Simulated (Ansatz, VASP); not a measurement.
AlN in VASP and in Ansatz

```
CELL_PARAMETERS angstrom
2.83285 0.03612 0.00000
-1.38515 2.43526 0.00000
0.00000 0.00000 4.84101
ATOMIC_POSITIONS crystal
Al 0.00000 0.00000 0.00000
Al 0.00000 0.00000 0.50000
N 0.33038 0.66637 0.25000
N 0.66962 0.33363 0.75000
```

Change from the starting cell: shear_xy strain +2.5%.

Alike in both runs: task single point; functional PBE; k mesh 12 × 12 × 6; occupations fermi-dirac, width 0.02 eV; no spin polarisation.

```csv
,VASP,Ansatz
version,VASP 6.6.1,Ansatz 0.2.0
potentials or method,"VASP PAW PBE potentials, release 64 (Al, N)","plane waves, PAW"
plane-wave cutoff (eV),520,420
valence electrons in the cell,16,16
```

```tsv
	VASP	Ansatz	Ansatz less VASP
gap on the k mesh at the Fermi level (eV)	4.84	4.86	+0.013
pressure (GPa)	6.2	6.5	+0.32
traceless stress, the component that is largest in VASP (GPa)	-5.65	-5.66	-0.002
rms of the force components (eV/Å)	0.009	0.009	+0.0001
```

Atom by atom the forces differ by 0.000 eV/Å (rms over components). With one functional, cell and mesh, what is left measures potentials, basis and numerics.
